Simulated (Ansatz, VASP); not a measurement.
Two plane-wave programs on RhN

```xyz
2
Lattice="0.0000 2.2842 2.2842 2.2842 0.0000 2.2842 2.2842 2.2842 0.0000" Properties=species:S:1:pos:R:3 pbc="T T T"
Rh    0.0000    0.0000    0.0000
N     1.1421    1.1421    1.1421
```

Alike in both runs: task single point; functional PBE; k mesh 12 × 12 × 12; occupations gaussian, width 0.05 eV; no spin polarisation.

|  | VASP | Ansatz |
| --- | --- | --- |
| version | VASP 6.6.1 | Ansatz 0.2.0 |
| potentials or method | VASP PAW PBE potentials, release 64 (Rh_pv, N), cutoff 520 eV | scalar-relativistic, plane waves, PAW |
| valence electrons in the cell | 20 | 22 |

```tsv
	VASP	Ansatz	Ansatz less VASP
gap on the k mesh at the Fermi level (eV)	none	none	-
pressure (GPa)	4.7	4.7	+0.05
```

A gap of «none» marks a metal or a gap that the smearing closes. With one functional, cell and mesh, what is left measures potentials, basis and numerics. VASP's potentials hold 20 valence electrons a cell and Ansatz's 22, so a difference there can come from the potentials and not from the codes.
